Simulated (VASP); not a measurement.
**Ge: relaxation of cell and atoms with r2SCAN**

Crystal: Ge.

```
Ge
1.0
     0.00000    2.88069    2.88069
     2.88069    0.00000    2.88069
     2.88069    2.88069    0.00000
Ge
2
Direct
  0.00000 0.00000 0.00000
  0.25000 0.25000 0.25000
```

| Quantity | Value |
| --- | --- |
| Program | VASP 6.6.1 |
| Task | relaxation of cell and atoms |
| Functional | r2SCAN |
| Potentials or basis | VASP PAW PBE potentials, release 64 (Ge_d) |
| Cutoff | 600 eV |
| k mesh | 8 × 8 × 8 |
| Occupations | fermi-dirac, width 0.02 eV |
| Spin | no spin polarisation |
| Dipole correction | no |
| Further INCAR settings | ALGO = Normal; EDIFF = 1e-06; IBRION = 2; EDIFFG = -0.005; NSW = 80; ISIF = 3 |

```yaml
Relaxed_volume: 22.87 Å³/atom
Relaxed_cell: a = 4.014 Å, b = 4.014 Å, c = 4.014 Å, α = 60.00°, β = 60.00°, γ = 60.00°
Space_group_after_relaxing_to_0.1_Å: Fd-3m (No. 227)
Energy_gained_by_relaxing: 9.8 meV/atom
Ionic_steps: 7
Pressure_after_relaxing: 0.0 GPa
Band_gap_on_the_k_mesh: 0.31 eV
```

Step by step:
```csv
step,energy change (eV),largest force (eV/Å),pressure (GPa),volume (Å³)
1,0.0000,0.0000,-2.75,47.81
2,-0.0173,0.0000,1.05,45.03
3,-0.0196,0.0000,0.11,45.68
4,-0.0195,0.0000,-0.06,45.75
5,-0.0195,0.0000,-0.10,45.75
6,-0.0195,0.0000,-0.14,45.74
7,-0.0195,0.0000,-0.02,45.74
```

Final structure:
```
CELL_PARAMETERS angstrom
0.00000 2.83860 2.83860
2.83860 0.00000 2.83860
2.83860 2.83860 0.00000
ATOMIC_POSITIONS crystal
Ge 0.00000 0.00000 0.00000
Ge 0.25000 0.25000 0.25000
```

Levels at points of the mesh, in eV from the valence-band top:
| k point | band 10 | band 11 | band 12 | band 13 | band 14 | band 15 | band 16 | band 17 | band 18 |
| --- | --- | --- | --- | --- | --- | --- | --- | --- | --- |
| (0.00, 0.00, 0.00) | -25.21 | -13.22 | 0.00 | 0.00 | 0.00 | 0.31 | 2.71 | 2.71 | 2.71 |
| (0.50, 0.00, 0.00) | -25.19 | -11.06 | -7.82 | -1.47 | -1.47 | 0.41 | 3.99 | 3.99 | 7.65 |
| (0.50, 0.50, 0.00) | -25.17 | -9.18 | -9.18 | -3.19 | -3.19 | 0.98 | 0.98 | 10.02 | 10.02 |

Run time: 7.7 min on 1 thread of Intel Xeon 8259CL, on a shared host, peak memory 0.24 GiB.

Caveat: the PAW data sets were made with another functional, which shifts forces and pressure a little. A k mesh can miss the band edges.
